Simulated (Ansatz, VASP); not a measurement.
One calculation of ZnO, two programs

```
Zn O
1.0
     3.27948    0.00000    0.00000
    -1.63974    2.84011    0.00000
     0.00000    0.00000    4.86968
Zn O
2 2
Direct
  0.33333 0.66667 0.00150
  0.66667 0.33333 0.50150
  0.33333 0.66667 0.38060
  0.66667 0.33333 0.88060
```

Change from the starting cell: strain +0.000 along x and y, -0.080 along z, atoms carried along.

Alike in both runs: task single point; functional PBE; k mesh 12 × 12 × 6; occupations gaussian, width 0.05 eV; no spin polarisation.

|  | VASP | Ansatz |
| --- | --- | --- |
| version | VASP 6.6.1 | Ansatz 0.2.0 |
| potentials or method | VASP PAW PBE potentials, release 64 (Zn, O), cutoff 520 eV | scalar-relativistic, plane waves, PAW |
| valence electrons in the cell | 36 | 36 |

|  | VASP | Ansatz | Ansatz less VASP |
| --- | --- | --- | --- |
| gap on the k mesh at the Fermi level (eV) | 0.88 | 0.90 | +0.019 |
| least direct gap on the mesh (eV) | 0.88 | 0.90 | +0.019 |
| pressure (GPa) | 16.0 | 14.6 | -1.39 |
| traceless stress, the component that is largest in VASP (GPa) | 17.14 | 16.51 | -0.636 |
| rms of the force components (eV/Å) | 0.769 | 0.729 | -0.0394 |

Atom by atom the forces differ by 0.039 eV/Å (rms over components).
